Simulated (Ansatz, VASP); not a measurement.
One calculation of SnO, two programs

```
Sn O
1.0
     3.85480    0.00000    0.00000
     0.00000    3.85480    0.00000
     0.00000    0.00000    5.21400
Sn O
2 2
Cartesian
  0.0000 1.9274 1.2813
  1.9274 0.0000 3.9327
  0.0000 0.0000 0.0000
  1.9274 1.9274 0.0000
```

Alike in both runs: task single point; functional LDA; k mesh 10 × 10 × 8; occupations gaussian, width 0.15 eV; no spin polarisation.

```csv
,VASP,Ansatz
version,VASP 6.6.1,Ansatz 0.2.0
potentials or method,"VASP PAW LDA potentials, release 64 (Sn_d, O), cutoff 520 eV","scalar-relativistic, plane waves, PAW"
valence electrons in the cell,40,40
```

Ansatz gave:

* gap on the k mesh at the Fermi level (eV): none
* pressure (GPa): -11.4
* traceless stress, the component that is largest in VASP (GPa): -3.45
* rms of the force components (eV/Å): 0.998

Q: What did VASP give for the same quantities?

A: gap on the k mesh at the Fermi level (eV): none; pressure (GPa): -11.2; traceless stress, the component that is largest in VASP (GPa): -3.40; rms of the force components (eV/Å): 0.964.

LDA's correlation is that of Perdew and Zunger in VASP and of Perdew and Wang (1992) in Ansatz. Atom by atom the forces differ by 0.033 eV/Å (rms over components). A gap of «none» marks a metal or a gap that the smearing closes.
